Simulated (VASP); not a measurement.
# Na2S (Fm-3m) in VASP: further runs

Na2S is run at these levels: PBE+D3(BJ); tasks: single point.

Program: VASP 6.6.1. These are calculated values, not measurements. Logs are shortened: lines on timing, memory, paths and dates and some standing lists are left out, and cuts for length are marked.

## (1) The cell of the first run

It takes space group Fm-3m (No. 225, cubic). Conventional cell: a = 6.442 Å, b = 6.442 Å, c = 6.442 Å, α = 90.00°, β = 90.00°, γ = 90.00°. S (site symmetry m-3m) has 8 Na at 2.79 Å within 3.7 Å. Na (site symmetry -43m) has 4 S at 2.79 Å and 6 Na at 3.22 Å within 3.7 Å.

## (2) Single point, PBE+D3(BJ) (22.28 Å³/atom)

The input, INCAR:

```
PREC = Accurate
ENCUT = 500
EDIFF = 1E-6
ISMEAR = 0
SIGMA = 0.02
LREAL = False
LASPH = True
NELM = 120
ALGO = Normal
ISIF = 2
LWAVE = False
LCHARG = False
GGA = PE
IVDW = 12
NBANDS = 17
GGA_COMPAT = False
```

The input, KPOINTS:

```
regular mesh
0
Gamma
  6 6 6
```

The input, POSCAR:

```
Na2S
1.0
    0.0000000000      3.2212000000      3.2212000000
    3.2212000000      0.0000000000      3.2212000000
    3.2212000000      3.2212000000      0.0000000000
S Na
1 2
Direct
    0.0000000000      0.0000000000      0.0000000000
    0.2500000000      0.2500000000      0.2500000000
    0.7500000000      0.7500000000      0.7500000000
```

Potentials or basis: VASP PAW PBE potentials, release 64 (S, Na_pv).

The run is started by

```
cat potpaw_PBE.64/S/POTCAR potpaw_PBE.64/Na_pv/POTCAR > POTCAR
mpirun -np 1 vasp_std > vasp.out
```

OUTCAR:

```text
PREC = Accurate
   ENCUT = 500
   EDIFF = 1E-6
   ISMEAR = 0
   LREAL = False
   LASPH = True
   NELM = 120
   ISIF = 2
   GGA = PE
   IVDW = 12
 IVDW          = 12

 ion  position               nearest neighbor table
   1  0.000  0.000  0.000-   2 2.79   3 2.79   3 2.79   3 2.79   3 2.79   2 2.79   2 2.79   2 2.79

   2  0.250  0.250  0.250-   1 2.79   1 2.79   1 2.79   1 2.79
   3  0.750  0.750  0.750-   1 2.79   1 2.79   1 2.79   1 2.79

  LATTYP: Found a face centered cubic cell.
 ALAT       =     6.4424000000

  Lattice vectors:

 A1 = (   0.0000000000,   3.2212000000,   3.2212000000)
 A2 = (   3.2212000000,   0.0000000000,   3.2212000000)
 A3 = (   3.2212000000,   3.2212000000,   0.0000000000)

Analysis of symmetry for initial positions (statically):
=====================================================================
 Subroutine PRICEL returns:
 Original cell was already a primitive cell.

 Routine SETGRP: Setting up the symmetry group for a
 face centered cubic supercell.

 Subroutine GETGRP returns: Found 48 space group operations
 (whereof 48 operations were pure point group operations)
 out of a pool of 48 trial point group operations.

The static configuration has the point symmetry O_h .

Analysis of symmetry for dynamics (positions and initial velocities):
=====================================================================
 Subroutine PRICEL returns:
 Original cell was already a primitive cell.

 Routine SETGRP: Setting up the symmetry group for a
 face centered cubic supercell.

 Subroutine GETGRP returns: Found 48 space group operations
 (whereof 48 operations were pure point group operations)
 out of a pool of 48 trial point group operations.

The dynamic configuration has the point symmetry O_h .

 Subroutine INISYM returns: Found 48 space group operations
 (whereof 48 operations are pure point group operations),
 and found     1 'primitive' translations

----------------------------------------------------------------------------------------

                                     Primitive cell

  volume of cell :      66.8472

  direct lattice vectors                    reciprocal lattice vectors
     0.000000000  3.221200000  3.221200000    -0.155221657  0.155221657  0.155221657
     3.221200000  0.000000000  3.221200000     0.155221657 -0.155221657  0.155221657
     3.221200000  3.221200000  0.000000000     0.155221657  0.155221657 -0.155221657

  length of vectors
     4.555464727  4.555464727  4.555464727     0.268851796  0.268851796  0.268851796

  position of ions in fractional coordinates (direct lattice)
     0.000000000  0.000000000  0.000000000
     0.250000000  0.250000000  0.250000000
     0.750000000  0.750000000  0.750000000

  ion indices of the primitive-cell ions
   primitive index   ion index
                 1           1
                 2           2
                 3           3

----------------------------------------------------------------------------------------

 KPOINTS: regular mesh

Automatic generation of k-mesh.
 Grid dimensions read from file:
 generate k-points for:    6    6    6

 Generating k-lattice:

  Cartesian coordinates                     Fractional coordinates (reciprocal lattice)
    -0.025870276  0.025870276  0.025870276     0.166666667  0.000000000  0.000000000
     0.025870276 -0.025870276  0.025870276     0.000000000  0.166666667  0.000000000
     0.025870276  0.025870276 -0.025870276     0.000000000  0.000000000  0.166666667

  Length of vectors
     0.044808633  0.044808633  0.044808633

  Shift w.r.t. Gamma in fractional coordinates (k-lattice)
     0.000000000  0.000000000  0.000000000

 Subroutine IBZKPT returns following result:
 ===========================================

 Found     16 irreducible k-points:

 Following reciprocal coordinates:
            Coordinates               Weight
  0.000000  0.000000  0.000000      1.000000
  0.166667  0.000000  0.000000      8.000000
  0.333333  0.000000  0.000000      8.000000
  0.500000  0.000000  0.000000      4.000000
  0.166667  0.166667  0.000000      6.000000
  0.333333  0.166667  0.000000     24.000000
[... 8 lines left out ...]
 -0.333333  0.333333  0.166667     24.000000
 -0.333333  0.500000  0.166667     12.000000
   k-points           NKPTS =     16   k-points in BZ     NKDIM =     16   number of bands    NBANDS=     17
   number of dos      NEDOS =    301   number of ions     NIONS =      3
   total plane-waves  NPLWV =  46656
   dimension x,y,z NGX =    36 NGY =   36 NGZ =   36
   dimension x,y,z NGXF=    72 NGYF=   72 NGZF=   72
   ions per type =               1   2
   NGX,Y,Z   is equivalent  to a cutoff of  13.14, 13.14, 13.14 a.u.
   NGXF,Y,Z  is equivalent  to a cutoff of  26.28, 26.28, 26.28 a.u.
 SYSTEM =  unknown system
   PREC   = accura    normal or accurate (medium, high low for compatibility)
   ISTART =      0    job   : 0-new  1-cont  2-samecut
   ICHARG =      2    charge: 1-file 2-atom 10-const
   ISPIN  =      1    spin polarized calculation?
   LNONCOLLINEAR =      F non collinear calculations
   LSORBIT =      F    spin-orbit coupling
   LASPH  =      T    aspherical Exc in radial PAW
   ENCUT  =  500.0 eV  36.75 Ry    6.06 a.u.   8.31  8.31  8.31*2*pi/ulx,y,z
   NELM   =    120;   NELMIN=  2; NELMDL= -5     # of ELM steps
   EDIFF  = 0.1E-05   stopping-criterion for ELM
   LREAL  =      F    real-space projection
   EDIFFG = 0.1E-04   stopping-criterion for IOM
   NSW    =      0    number of steps for IOM
   IBRION =     -1    ionic relax: 0-MD 1-quasi-New 2-CG
   NFREE  =      0    steps in history (QN), initial steepest desc. (CG)
   ISIF   =      2    stress and relaxation
   ISYM   =      2    0-nonsym 1-usesym 2-fastsym
   POTIM  = 0.5000    time-step for ionic-motion
   TEBEG  =    0.0;   TEEND  =   0.0 temperature during run
   PSTRESS=    0.0 pullay stress
   NELECT =      20.0000    total number of electrons
   NUPDOWN=      -1.0000    fix difference up-down
   EMIN   =  10.00;   EMAX   =-10.00  energy-range for DOS
   EFERMI =   0.00;   METHOD = LEGACY
   ISMEAR =     0;   SIGMA  =   0.02  broadening in eV -4-tet -1-fermi 0-gaus
   EFERMI_NEDOS =   21; number of points for ismear=-14 and -15
   IALGO  =     38    algorithm
   IMIX   =      4    mixing-type and parameters
     AMIX     =   0.40;   BMIX     =  1.00
     AMIX_MAG =   1.60;   BMIX_MAG =  1.00
  volume/ion in A,a.u.               =      22.28       150.37
  Fermi-wavevector in a.u.,A,eV,Ry     =   1.094940  2.069137 16.311949  1.198894
  Thomas-Fermi vector in A             =   2.231255
   LORBIT       =      0    0 simple, 1 ext, 2 COOP (PROOUT), +10 PAW based schemes
   GGA     = PE    functional components
   LHFCALC =     F    Hartree Fock is set to
   AEXX    =    0.0000 exact exchange contribution
   IVDW    =    12    specifies the selected vdW correction
   LEPSILON=     F    determine dielectric tensor
   LRPA    =     F    only Hartree local field effects (RPA)
 non-spin polarized calculation
 Gauss-broadening in eV      SIGMA  =   0.02
  energy-cutoff  :      500.00
  volume of cell :       66.85
 maximum number of plane-waves:      1714
 NGX is ok and might be reduce to    36
   NGX = 17   NGY = 17   NGZ = 17

 number of electron      19.9999992 magnetization

 Free energy of the ion-electron system (eV)
  ---------------------------------------------------
  ext. energy  EPLUGINS =         0.00000000
  ---------------------------------------------------
  free energy    TOTEN  =        -9.95308260 eV

  energy without entropy =       -9.95308260  energy(sigma->0) =       -9.95308260

 E-fermi :   0.5006     XC(G=0):  -7.9946

 val. band max:        0.3878672340   @ k =   0.0000   0.0000   0.0000
 cond. band min:       3.0266859767   @ k =   0.0000   0.0000   0.0000
 fundamental gap:      2.6388187427
 Fermi energy:         0.5005853089

 k-point     1 :       0.0000    0.0000    0.0000
  band No.  band energies     occupation
      1     -21.7601      2.00000
      2     -21.7601      2.00000
      3     -21.7600      2.00000
      4     -21.6981      2.00000
      5     -21.6981      2.00000
      6     -21.6981      2.00000
[... 9 lines left out ...]
     16       9.8496      0.00000
     17      11.8632      0.00000

 k-point     2 :       0.1667    0.0000    0.0000
  band No.  band energies     occupation
      1     -21.7575      2.00000
      2     -21.7562      2.00000
      3     -21.7562      2.00000
      4     -21.7046      2.00000
      5     -21.7025      2.00000
      6     -21.7025      2.00000
[... 9 lines left out ...]
     16       9.4144      0.00000
     17      11.2132      0.00000

 k-point     3 :       0.3333    0.0000    0.0000
  band No.  band energies     occupation
      1     -21.7500      2.00000
      2     -21.7455      2.00000
      3     -21.7455      2.00000
      4     -21.7199      2.00000
      5     -21.7144      2.00000
      6     -21.7144      2.00000
[... 9 lines left out ...]
     16      10.3312      0.00000
     17      11.0493      0.00000

 k-point     4 :       0.5000    0.0000    0.0000
  band No.  band energies     occupation
      1     -21.7402      2.00000
      2     -21.7336      2.00000
      3     -21.7312      2.00000
      4     -21.7312      2.00000
      5     -21.7292      2.00000
      6     -21.7292      2.00000
[... 9 lines left out ...]
     16      11.9710      0.00000
     17      11.9710      0.00000
[... 183 lines left out ...]
      1     -21.7749      2.00000
      2     -21.7640      2.00000
      3     -21.7496      2.00000
      4     -21.7134      2.00000
      5     -21.7039      2.00000
      6     -21.6898      2.00000
[... 9 lines left out ...]
     16      11.7475      0.00000
     17      12.6757      0.00000

 k-point    15 :      -0.3333    0.3333    0.1667
  band No.  band energies     occupation
      1     -21.7787      2.00000
      2     -21.7726      2.00000
      3     -21.7319      2.00000
      4     -21.7318      2.00000
      5     -21.6924      2.00000
      6     -21.6914      2.00000
[... 9 lines left out ...]
     16      11.2469      0.00000
     17      12.6475      0.00000

 k-point    16 :      -0.3333    0.5000    0.1667
  band No.  band energies     occupation
      1     -21.7878      2.00000
      2     -21.7771      2.00000
      3     -21.7526      2.00000
      4     -21.7107      2.00000
      5     -21.6878      2.00000
      6     -21.6839      2.00000
[... 9 lines left out ...]
     16      11.8165      0.00000
     17      12.6242      0.00000

------------------------ aborting loop because EDIFF is reached ----------------------------------------

 Edisp (eV)   -0.73964

 E8    (eV) :    -0.3275

  FORCE on cell =-STRESS in cart. coord.  units (eV):
  Direction    XX          YY          ZZ          XY          YZ          ZX
  --------------------------------------------------------------------------------------
  -------------------------------------------------------------------------------------
  Total      -0.00616    -0.00616    -0.00616    -0.00000     0.00000    -0.00000
  in kB      -0.14773    -0.14773    -0.14773    -0.00000     0.00000    -0.00000
  external pressure =       -0.15 kB  Pullay stress =        0.00 kB

 VOLUME and BASIS-vectors are now :
 -----------------------------------------------------------------------------
  energy-cutoff  :      500.00
  volume of cell :       66.85
      direct lattice vectors                 reciprocal lattice vectors
     0.000000000  3.221200000  3.221200000    -0.155221657  0.155221657  0.155221657
     3.221200000  0.000000000  3.221200000     0.155221657 -0.155221657  0.155221657
     3.221200000  3.221200000  0.000000000     0.155221657  0.155221657 -0.155221657

 POSITION                                       TOTAL-FORCE (eV/Angst)
 -----------------------------------------------------------------------------------
      0.00000      0.00000      0.00000        -0.000000     -0.000000     -0.000000
      1.61060      1.61060      1.61060         0.000000     -0.000000      0.000000
      4.83180      4.83180      4.83180         0.000000      0.000000     -0.000000
 -----------------------------------------------------------------------------------
    total drift:                                0.000000      0.000000      0.000000

  FREE ENERGIE OF THE ION-ELECTRON SYSTEM (eV)
  ---------------------------------------------------
  free  energy   TOTEN  =       -10.6927180679 eV

  energy  without entropy=      -10.6927180679  energy(sigma->0) =      -10.69271807
```

Wall time 32 s (1 thread of Intel Xeon 8259CL, shared host); peak memory 0.2 GiB.

What came out:

* Free energy: -10.6927 eV
* Pressure: 0.0 GPa
* Band gap on the k mesh: 2.64 eV
* Dispersion energy per atom: -0.247 eV

## (3) Single point, PBE+D3(BJ)

The input, INCAR:

```
ALGO = Normal ; EDIFF = 1E-6
ENCUT = 500 ; GGA = PE
GGA_COMPAT = False ; ISIF = 2
ISMEAR = 0 ; ISYM = 0
IVDW = 12 ; LASPH = True
LCHARG = True ; LELF = True
LREAL = False ; LVHAR = True
LWAVE = False ; NBANDS = 17
NELM = 120 ; PREC = Accurate
SIGMA = 0.02
```

The input, KPOINTS:

```
Automatic mesh
0
Gamma
  6 6 6
  0.5 0.5 0.5
```

POSCAR is that of step 2.

Potentials or basis: VASP PAW PBE potentials, release 64 (S, Na_pv).

The run is started by

```
cat potpaw_PBE.64/S/POTCAR potpaw_PBE.64/Na_pv/POTCAR > POTCAR
mpirun -np 1 vasp_std > vasp.out
```

Run time: 11 min. Hardware: 1 thread of Intel Xeon 8259CL, shared host; peak memory 0.49 GiB.

The run converged. Its results:

* Free energy: -10.6928 eV
* Pressure: 0.0 GPa
* Band gap on the k mesh: 2.89 eV
* Dispersion energy per atom: -0.247 eV

Levels at points of the mesh, in eV from the valence-band top:
```csv
k point,band 6,band 7,band 8,band 9,band 10,band 11,band 12,band 13,band 14,band 15
"(0.08, 0.08, 0.08)",-22.08,-10.18,-0.18,0.00,0.00,2.89,7.81,7.96,7.96,9.25
```

Caveat: a shifted mesh leaves out Γ, where band edges can lie. A k mesh can miss the band edges.
